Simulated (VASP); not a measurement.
Write the native input for VASP 6.6.1 that does the following.

| Property | Result |
| --- | --- |
| Task | single point |
| Functional | PBE |
| Dispersion | D3(BJ) |
| Potentials or basis | VASP PAW PBE potentials, release 64 (F_h, H_h, Cl) |
| Cutoff | 1010 eV |
| k mesh | 1 × 1 × 1 |
| Occupations | fermi-dirac, width 0.02 eV |
| Spin | no spin polarisation |
| Dipole correction | no |
| Further INCAR settings | ALGO = Normal; EDIFF = 1e-06; NBANDS = 36 |

The structure of H2ClF lies in POSCAR:

```
H2ClF
1.0
    6.5460240000      0.0000000000      0.0000000000
    0.0000000000      6.5460240000      0.0000000000
    0.0000000000      0.0000000000      6.5460240000
F H Cl
3 6 3
Direct
    0.4722103066      0.3889231081      0.7497986564
    0.5941163674      0.1558808828      0.4954457851
    0.7567647170      0.6423441161      0.7002265803
    0.4774806814      0.2543223184      0.7072079174
    0.6979656659      0.0718756913      0.4539091210
    0.6896247249      0.5129678718      0.7217358201
    0.2303841232      0.9479953022      0.8794957061
   -0.0499539873      0.3987611411     -0.0967763027
    0.9144176679      0.7556037069      0.4450182279
    0.2483645034      0.7587201025      0.8172136246
   -0.0565534132      0.2044905427     -0.0854106248
    0.9742860704      0.9252028407      0.3659778821
```

One way to write it, as run:

INCAR

```
PREC     = Accurate       # precision mode
ENCUT    = 1010           # plane-wave cutoff, eV
EDIFF    = 1E-6           # SCF threshold, eV
ISMEAR   = -1             # smearing method
SIGMA    = 0.02           # smearing width, eV
LREAL    = F              # projectors in reciprocal space
LASPH    = T              # aspherical terms in the spheres
NELM     = 120            # most SCF steps
ALGO     = Normal         # electronic algorithm
ISIF     = 2              # what is computed and relaxed
LWAVE    = F              # write WAVECAR
LCHARG   = T              # write CHGCAR
GGA      = PE             # functional
IVDW     = 12             # dispersion correction
LELF     = T              # ELF
LVHAR    = T            
NBANDS   = 36             # bands
GGA_COMPAT= F
```

KPOINTS

```
Automatic mesh
0
Gamma
  1 1 1
```

Potentials or basis: VASP PAW PBE potentials, release 64 (F_h, H_h, Cl).

Launch:

```bash
$ cat potpaw_PBE.64/F_h/POTCAR potpaw_PBE.64/H_h/POTCAR potpaw_PBE.64/Cl/POTCAR > POTCAR
$ mpirun -np 1 vasp_gam > vasp.out
```

Results of the run:

- Pressure: 1.0 GPa
- Largest force: 2.096 eV/Å
- Dispersion energy per atom: -0.035 eV

Caveat: the k points lie up to 0.96 Å⁻¹ apart, too coarse for converged energies, forces and pressures; the atoms stand as in a frame of molecular dynamics.

It took 34 s on 1 thread of AMD EPYC 9R45 96-Core Processor (Zen 5) (shared host), peak memory 0.63 GiB.
